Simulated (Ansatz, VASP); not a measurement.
# TaTe in VASP and in Ansatz

File INCAR:

```
SYSTEM = TaTe
PREC = Accurate
ENCUT = 520
EDIFF = 1E-7
ISMEAR = 0
SIGMA = 0.05
LREAL = .False.
LASPH = .True.
NELM = 150
ALGO = Normal
ISIF = 2
LWAVE = .False.
LCHARG = .True.
ISPIN = 2
MAGMOM = 1.58 0
LORBIT = 11
LMAXMIX = 4
GGA = PE
LELF = .True.
LVHAR = .True.
NBANDS = 20
```

The input KPOINTS:

```
Automatic mesh
0
Gamma
  10 10 10
  0 0 0
```

Contents of POSCAR:

```
TaTe
1.0
    0.0000000000      3.2619307033      3.2619307033
    3.2619307033      0.0000000000      3.2619307033
    3.2619307033      3.2619307033      0.0000000000
Ta Te
1 1
Direct
    0.0000000000      0.0000000000      0.0000000000
    0.2500000000      0.2500000000      0.2500000000
```

Input for Ansatz:

```yaml
crystal:
  lattice:
    - [0.0, 3.2619307033, 3.2619307033]
    - [3.2619307033, 0.0, 3.2619307033]
    - [3.2619307033, 3.2619307033, 0.0]
  atoms:
    - { symbol: Ta, position: [0.0, 0.0, 0.0], spin: 1.58 }
    - { symbol: Te, position: [0.25, 0.25, 0.25] }
basis:
  ecutwfc: 420
  ecutrho_ratio: 4
kpoints:
  mp_grid: { grid: [10, 10, 10] }
hamiltonian:
  xc: pbe
scf:
  occupations: { method: gaussian, width: 0.05 }
output:
  forces: true
  stress: true
  eigenvalues: true
  populations: true
magnetization:
  spin_polarized: true
```

Alike in both runs: task single point; functional PBE; k mesh 10 × 10 × 10; occupations gaussian, width 0.05 eV; collinear spin.

|  | VASP | Ansatz |
| --- | --- | --- |
| version | VASP 6.6.1 | Ansatz 0.2.0 |
| potentials or method | VASP PAW PBE potentials, release 64 (Ta_pv, Te), cutoff 520 eV | scalar-relativistic, plane waves, PAW |
| valence electrons in the cell | 17 | 29 |

VASP gave:

```
gap on the k mesh at the Fermi level (eV)                     : none
pressure (GPa)                                                : -4.9
net moment per atom (μB)                                      : 1.19
size of the moment on the site where the two differ most (μB) : 1.58
```

Question: What did Ansatz give for the same quantities?

Answer: gap on the k mesh at the Fermi level (eV): none; pressure (GPa): -4.9; net moment per atom (μB): 1.19; size of the moment on the site where the two differ most (μB): 1.49.

Site moments also hang on the region over which each program counts them. A gap of «none» marks a metal or a gap that the smearing closes. The functional is the same, so the differences come from potentials, cutoffs and numerics. VASP's potentials hold 17 valence electrons a cell and Ansatz's 29, so a difference there can come from the potentials and not from the codes.

Spin-orbit coupling is off throughout.
